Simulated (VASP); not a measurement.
A run of VASP 6.6.1 is set up as follows.

The input INCAR:

```
SYSTEM = W
ALGO = Normal
EDIFF = 1E-7
EDIFFG = -0.04
ENCUT = 600
GGA = PS
IBRION = 2
ISIF = 3
ISMEAR = 0
LASPH = .TRUE.
LCHARG = .FALSE.
LREAL = .FALSE.
LWAVE = .FALSE.
NELM = 80
NSW = 90
PREC = Accurate
SIGMA = 0.1
```

Contents of KPOINTS:

```
k-points
0
G
  6 6 6
  0 0 0
```

The input POSCAR:

```
W
1.0
    1.7307842337      0.9992687433      3.2095318524
   -1.7307842337      0.9992687433      3.2095318524
    0.0000000000     -1.9985374865      3.2095318524
W
2
Direct
    0.2275400000      0.2275400000      0.2275400000
    0.7724600000      0.7724600000      0.7724600000
```

Potentials or basis: VASP PAW PBE potentials, release 64 (W_sv).

Run with:

```bash
$ cat potpaw_PBE.64/W_sv/POTCAR > POTCAR
$ mpirun -np 1 vasp_std > vasp.out
```

Question: What does it give for the relaxed volume?

Answer: 16.11 Å³/atom.

Question: What does it give for the relaxed cell?

Answer: a = 4.529 Å, b = 4.529 Å, c = 4.529 Å, α = 38.42°, β = 38.42°, γ = 38.42°.

Question: Estimate the space group after relaxing (to 0.1 Å).

Answer: R-3m (No. 166).

Stress tensor (GPa, compression positive):
```
-0.14  0.00  0.00
 0.00 -0.14  0.00
 0.00  0.00 -0.06
```

Caveat: the k points lie up to 0.41 Å⁻¹ apart in the final cell, too coarse for converged energies and pressures of a metal; a cell axis changed by over 15 % at a fixed basis, so the end point is rough; the PAW data sets were made with another functional, which shifts forces and pressure a little.
